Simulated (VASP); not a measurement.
# Fe (Fd-3m) in VASP: notebook, part 2 of 2

VASP 6.6.1.

## (5) Single point, BLYP (volume scaled by 0.96)

Contents of INCAR:

```
PREC = Accurate
ENCUT = 600
EDIFF = 1E-6
ISMEAR = -1
SIGMA = 0.1
LREAL = F
LASPH = T
NELM = 120
ALGO = Normal
ISIF = 2
LWAVE = F
LCHARG = T
GGA = B5
ALDAX = 1.0
AGGAX = 1.0
AGGAC = 1.0
ALDAC = 0.0
LELF = T
LVHAR = T
NBANDS = 23
GGA_COMPAT = F
```

Contents of KPOINTS:

```
Automatic mesh
0
Gamma
  12 12 12
```

Contents of POSCAR:

```
Fe
1.0
    0.0000000000      2.4383170422      2.4383170422
    2.4383170422      0.0000000000      2.4383170422
    2.4383170422      2.4383170422      0.0000000000
Fe
2
Direct
    0.1250000000      0.1250000000      0.1250000000
    0.8750000000      0.8750000000      0.8750000000
```

Potentials or basis: VASP PAW PBE potentials, release 64 (Fe_sv).

The run is started by

```bash
> cat potpaw_PBE.64/Fe_sv/POTCAR > POTCAR
> mpirun -np 1 vasp_std > vasp.out
```

OUTCAR:

```text
PREC = Accurate
   ENCUT = 600
   EDIFF = 1E-6
   ISMEAR = -1
   LREAL = F
   LASPH = T
   NELM = 120
   ISIF = 2
   GGA = B5

 ion  position               nearest neighbor table
   1  0.125  0.125  0.125-   2 2.11   2 2.11   2 2.11   2 2.11
   2  0.875  0.875  0.875-   1 2.11   1 2.11   1 2.11   1 2.11

  LATTYP: Found a face centered cubic cell.
 ALAT       =     4.8766340844

  Lattice vectors:

 A1 = (   0.0000000000,   2.4383170422,   2.4383170422)
 A2 = (   2.4383170422,   0.0000000000,   2.4383170422)
 A3 = (   2.4383170422,   2.4383170422,   0.0000000000)

Analysis of symmetry for initial positions (statically):
=====================================================================
 Subroutine PRICEL returns:
 Original cell was already a primitive cell.

 Routine SETGRP: Setting up the symmetry group for a
 face centered cubic supercell.

 Subroutine GETGRP returns: Found 48 space group operations
 (whereof 12 operations were pure point group operations)
 out of a pool of 48 trial point group operations.

The static configuration has the point symmetry D_3d.
 The point group associated with its full space group is O_h .

Analysis of symmetry for dynamics (positions and initial velocities):
=====================================================================
 Subroutine PRICEL returns:
 Original cell was already a primitive cell.

 Routine SETGRP: Setting up the symmetry group for a
 face centered cubic supercell.

 Subroutine GETGRP returns: Found 48 space group operations
 (whereof 12 operations were pure point group operations)
 out of a pool of 48 trial point group operations.

The dynamic configuration has the point symmetry D_3d.
 The point group associated with its full space group is O_h .

 Subroutine INISYM returns: Found 48 space group operations
[... 103 lines left out ...]
   ISIF   =      2    stress and relaxation
   ISYM   =      2    0-nonsym 1-usesym 2-fastsym
   POTIM  = 0.5000    time-step for ionic-motion
   TEBEG  =    0.0;   TEEND  =   0.0 temperature during run
   PSTRESS=    0.0 pullay stress
   NELECT =      32.0000    total number of electrons
   NUPDOWN=      -1.0000    fix difference up-down
   EMIN   =  10.00;   EMAX   =-10.00  energy-range for DOS
   EFERMI =   0.00;   METHOD = LEGACY
   ISMEAR =    -1;   SIGMA  =   0.10  broadening in eV -4-tet -1-fermi 0-gaus
   EFERMI_NEDOS =   21; number of points for ismear=-14 and -15
   IALGO  =     38    algorithm
   IMIX   =      4    mixing-type and parameters
     AMIX     =   0.40;   BMIX     =  1.00
     AMIX_MAG =   1.60;   BMIX_MAG =  1.00
  volume/ion in A,a.u.               =      14.50        97.83
  Fermi-wavevector in a.u.,A,eV,Ry     =   1.691835  3.197104 38.944029  2.862305
  Thomas-Fermi vector in A             =   2.773530
   LORBIT       =      0    0 simple, 1 ext, 2 COOP (PROOUT), +10 PAW based schemes
   GGA     = B5    functional components
   LHFCALC =     F    Hartree Fock is set to
   AEXX    =    0.0000 exact exchange contribution
   IVDW    =     0    specifies the selected vdW correction
   LEPSILON=     F    determine dielectric tensor
   LRPA    =     F    only Hartree local field effects (RPA)
 non-spin polarized calculation
  energy-cutoff  :      600.00
  volume of cell :       28.99
 maximum number of plane-waves:       982
   NGX = 13   NGY = 13   NGZ = 13

 number of electron      31.9999985 magnetization

 Free energy of the ion-electron system (eV)
  ---------------------------------------------------
  ext. energy  EPLUGINS =         0.00000000
  ---------------------------------------------------
  free energy    TOTEN  =       -12.69411589 eV

  energy without entropy =      -12.61105388  energy(sigma->0) =      -12.65258488

 E-fermi :   8.9809     XC(G=0): -11.3447

 val. band max:        8.9702963177   @ k =   0.4167   0.3333   0.0000
 cond. band min:       8.9968519191   @ k =   0.5000   0.1667   0.0000
 fundamental gap:      0.0265556014
 Fermi energy:         8.9808689709

 k-point     1 :       0.0000    0.0000    0.0000
  band No.  band energies     occupation
      1     -77.7195      2.00000
      2     -77.3199      2.00000
      3     -44.1421      2.00000
      4     -44.1421      2.00000
      5     -44.1421      2.00000
      6     -43.5447      2.00000
[... 613 lines left out ...]
     22      18.3887      0.00000
     23      21.2892      0.00000

 [... further k-points ...]
[... 5 lines left out ...]
  --------------------------------------------------------------------------------------
  -------------------------------------------------------------------------------------
  Total        0.7079134      0.7079134      0.7079134      0.0000000      0.0000000      0.0000000
  in kB       39.1192214     39.1192214     39.1192214      0.0000000      0.0000000      0.0000000
  external PRESSURE =      39.1192214 kB  Pullay stress =       0.0000000 kB

 VOLUME and BASIS-vectors are now :
 -----------------------------------------------------------------------------
  energy-cutoff  :      600.00
  volume of cell :       28.99
      direct lattice vectors                 reciprocal lattice vectors
     0.000000000  2.438317042  2.438317042    -0.205059470  0.205059470  0.205059470
     2.438317042  0.000000000  2.438317042     0.205059470 -0.205059470  0.205059470
     2.438317042  2.438317042  0.000000000     0.205059470  0.205059470 -0.205059470

 POSITION                                       TOTAL-FORCE (eV/Angst)
 -----------------------------------------------------------------------------------
      0.60958      0.60958      0.60958        -0.000000     -0.000000     -0.000000
      4.26705      4.26705      4.26705         0.000000      0.000000      0.000000
 -----------------------------------------------------------------------------------
    total drift:                                0.000000      0.000000     -0.000000

  FREE ENERGIE OF THE ION-ELECTRON SYSTEM (eV)
  ---------------------------------------------------
  free  energy   TOTEN  =       -12.6941158887 eV

  energy  without entropy=      -12.6110538785  energy(sigma->0) =      -12.65258488
```

OSZICAR:

```text
N       E                     dE             d eps       ncg     rms          rms(c)
DAV:   1     0.711968375993E+03    0.71197E+03   -0.21817E+04  3312   0.239E+03
DAV:   2     0.385514732715E+02   -0.67342E+03   -0.65170E+03  3312   0.809E+02
DAV:   3    -0.121192640929E+02   -0.50671E+02   -0.48695E+02  3853   0.272E+02
DAV:   4    -0.140045465316E+02   -0.18853E+01   -0.18802E+01  3689   0.713E+01
DAV:   5    -0.140826623686E+02   -0.78116E-01   -0.78109E-01  3947   0.130E+01    0.122E+01
DAV:   6    -0.131413625318E+02    0.94130E+00   -0.11973E+01  3949   0.617E+01    0.635E+00
DAV:   7    -0.126955298705E+02    0.44583E+00   -0.20107E+00  3755   0.286E+01    0.143E+00
DAV:   8    -0.126950447803E+02    0.48509E-03   -0.39585E-02  3891   0.286E+00    0.780E-01
DAV:   9    -0.126941311693E+02    0.91361E-03   -0.61422E-03  4325   0.114E+00    0.808E-02
DAV:  10    -0.126941141476E+02    0.17022E-04   -0.39272E-04  3789   0.372E-01    0.304E-02
DAV:  11    -0.126941152034E+02   -0.10559E-05   -0.61335E-05  3578   0.134E-01    0.877E-03
DAV:  12    -0.126941158887E+02   -0.68524E-06   -0.38642E-06  3425   0.373E-02
   1 F= -.12694116E+02 E0= -.12652585E+02  d E =-.830620E-01
```

Run time: 39 s. Hardware: 1 thread of AMD EPYC 9R45 (Zen 5), shared host; peak memory 0.15 GiB.

Results:

| Item | Value |
| --- | --- |
| Free energy | -12.6941 eV |
| Pressure | 3.9 GPa |
| Band gap on the k mesh | zero (band 16 reaches 9.23 eV, above the bottom of band 17 at 8.56 eV) |

Levels at points of the mesh, in eV from the Fermi level:
```
           k point  band 12  band 13  band 14  band 15  band 16  band 17  band 18  band 19  band 20  band 21
(0.00, 0.00, 0.00)    -2.44    -2.44    -2.44    -0.41    -0.41    -0.41     1.23     1.23    14.37    14.37
(0.50, 0.00, 0.00)    -2.61    -2.47    -2.47    -0.96     0.16     0.16     0.97     0.97     2.47    10.70
(0.50, 0.50, 0.00)    -2.39    -1.37    -1.37    -0.75    -0.75     1.18     1.18     2.79     2.79     5.46
```

Caveat: the PAW data sets were made with another functional, which shifts forces and pressure a little; the run has no spin polarisation, though such a crystal can be magnetic.

## (6) Overview

```tsv
potentials or basis	cell	cutoff (eV)	second run	gap on the mesh (eV)	pressure (GPa)
VASP PAW PBE potentials, release 64 (Fe)	a = 3.630 Å, angles 60.0°, 2 atoms	520	-	none	-12.3
VASP PAW PBE potentials, release 64 (Fe_sv)	a = 3.350 Å, angles 60.0°, 2 atoms	600	valence_matched	none	21.0
VASP PAW PBE potentials, release 64 (Fe_sv)	a = 3.400 Å, angles 60.0°, 2 atoms	600	valence_matched	none	11.5
VASP PAW PBE potentials, release 64 (Fe_sv)	a = 3.448 Å, angles 60.0°, 2 atoms	600	valence_matched	none	3.9
```

Alike in all rows: task single point; level BLYP; no spin polarisation; k mesh 12 × 12 × 12; smearing fermi-dirac 0.1 eV.

Caveats: the PAW data sets were made with another functional, which shifts forces and pressure a little; the run has no spin polarisation, though such a crystal can be magnetic.

Absolute energies hang on the potentials; compare differences alone.
